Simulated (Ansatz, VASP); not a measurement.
## Two plane-wave programs on SnH2

File POSCAR:

```
SnH2
1.0
    4.7552078492      0.0000000000      0.0000000000
    0.0000000000      4.7552078492      0.0000000000
    0.0000000000      0.0000000000      3.6240062257
Sn H
2 4
Direct
    0.0000000000      0.0000000000      0.0000000000
    0.5000000000      0.5000000000      0.5000000000
    0.3125445299      0.3125445299      0.0000000000
    0.1874554701      0.8125445299      0.5000000000
    0.8125445299      0.1874554701      0.5000000000
    0.6874554701      0.6874554701      0.0000000000
```

Contents of INCAR.step1:

```
SYSTEM = SnH2
ALGO     = Normal         ! electronic algorithm
EDIFF    = 1E-4           ! SCF threshold, eV
ENCUT    = 520            ! plane-wave cutoff, eV
GGA      = PE             ! functional
ISMEAR   = -1             ! smearing method
LASPH    = .True.         ! aspherical terms in the spheres
LCHARG   = .False.        ! write CHGCAR
LREAL    = .False.        ! projectors in reciprocal space
LWAVE    = .True.         ! write WAVECAR
NBANDS   = 25             ! bands
NELM     = 80             ! most SCF steps
PREC     = Accurate       ! precision mode
SIGMA    = 0.03           ! smearing width, eV
```

File INCAR.step2:

```
SYSTEM = SnH2
ALGO     = Normal         ! electronic algorithm
BPARAM   = 11.95        
CPARAM   = 0.0093       
EDIFF    = 1E-6           ! SCF threshold, eV
ENCUT    = 520            ! plane-wave cutoff, eV
ISIF     = 2              ! what is computed and relaxed
ISMEAR   = -1             ! smearing method
ISTART   = 1            
IVDW_NL  = 2            
LASPH    = .True.         ! aspherical terms in the spheres
LCHARG   = .False.        ! write CHGCAR
LMIXTAU  = .True.       
LREAL    = .False.        ! projectors in reciprocal space
LUSE_VDW = .True.       
LWAVE    = .False.        ! write WAVECAR
METAGGA  = R2SCAN         ! meta-GGA
NBANDS   = 25             ! bands
NELM     = 80             ! most SCF steps
PREC     = Accurate       ! precision mode
SIGMA    = 0.03           ! smearing width, eV
```

Contents of KPOINTS:

```
k-points
0
Gamma
  6 6 8
  0 0 0
```

Input for Ansatz:

```yaml
crystal:
  lattice:
    - [4.7552078492, 0.0, 0.0]
    - [0.0, 4.7552078492, 0.0]
    - [0.0, 0.0, 3.6240062257]
  atoms:
    - { symbol: Sn, position: [0.0, 0.0, 0.0] }
    - { symbol: Sn, position: [0.5, 0.5, 0.5] }
    - { symbol: H, position: [0.3125445299, 0.3125445299, 0.0] }
    - { symbol: H, position: [0.1874554701, 0.8125445299, 0.5] }
    - { symbol: H, position: [0.8125445299, 0.1874554701, 0.5] }
    - { symbol: H, position: [0.6874554701, 0.6874554701, 0.0] }
kpoints:
  mp_grid: { grid: [6, 6, 8] }
  band_path:
    path:
      - [0.0, 0.0, 0.0]
      - [0.0, 0.5, 0.0]
      - [0.5, 0.5, 0.0]
      - [0.0, 0.0, 0.5]
      - [0.0, 0.5, 0.5]
      - [0.5, 0.5, 0.5]
    npoints: 1
hamiltonian:
  xc: r2scan
  dispersion: rvv10
scf:
  occupations: { method: fermi_dirac, width: 0.03 }
  n_extra_bands: 5
output:
  forces: true
  stress: true
  eigenvalues: true
```

Alike in both runs: task single point; functional r2SCAN; dispersion rVV10; k mesh 6 × 6 × 8; occupations fermi-dirac, width 0.03 eV; no spin polarisation.

```csv
,VASP,Ansatz
version,VASP 6.6.1,Ansatz 0.2.0
potentials or method,"VASP PAW PBE potentials, release 64 (Sn_d, H)","plane waves, PAW"
plane-wave cutoff (eV),520,500
valence electrons in the cell,32,32
```

|  | VASP | Ansatz | Ansatz less VASP |
| --- | --- | --- | --- |
| pressure (GPa) | -0.1 | -0.1 | +0.04 |
| traceless stress, the component that is largest in VASP (GPa) | 1.19 | 1.17 | -0.015 |
| rms of the force components (eV/Å) | 0.012 | 0.013 | +0.0002 |

VASP's potentials were made for PBE, not for r2SCAN. Atom by atom the forces differ by 0.000 eV/Å (rms over components).
